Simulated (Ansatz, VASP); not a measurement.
Al2H in VASP and in Ansatz

```xyz
3
Lattice="2.8219 0.0000 0.0000 0.0000 2.8219 0.0000 0.0000 0.0000 4.7364" Properties=species:S:1:pos:R:3 pbc="T T T"
Al    0.0000    1.4110    1.3394
Al    1.4110    0.0000    3.3970
H     0.0000    0.0000    0.0000
```

Alike in both runs: task single point; functional PBE; k mesh 6 × 6 × 4; occupations gaussian, width 0.1 eV; no spin polarisation.

```csv
,VASP,Ansatz
version,VASP 6.6.1,Ansatz 0.2.0
potentials or method,"VASP PAW PBE potentials, release 64 (Al, H), cutoff 500 eV","scalar-relativistic, plane waves, PAW"
valence electrons in the cell,7,7
```

Ansatz gave:

| Property | Result |
| --- | --- |
| gap on the k mesh at the Fermi level (eV) | none |
| pressure (GPa) | 0.1 |
| traceless stress, the component that is largest in VASP (GPa) | 1.38 |
| rms of the force components (eV/Å) | 0.101 |

Task: What did VASP give for the same quantities?

Result: gap on the k mesh at the Fermi level (eV): none; pressure (GPa): 0.0; traceless stress, the component that is largest in VASP (GPa): 1.41; rms of the force components (eV/Å): 0.100.

Atom by atom the forces differ by 0.000 eV/Å (rms over components). A gap of «none» marks a metal or a gap that the smearing closes. The functional is the same, so the differences come from potentials, cutoffs and numerics.

The k mesh is coarse, so the values compare programs but aren't converged.
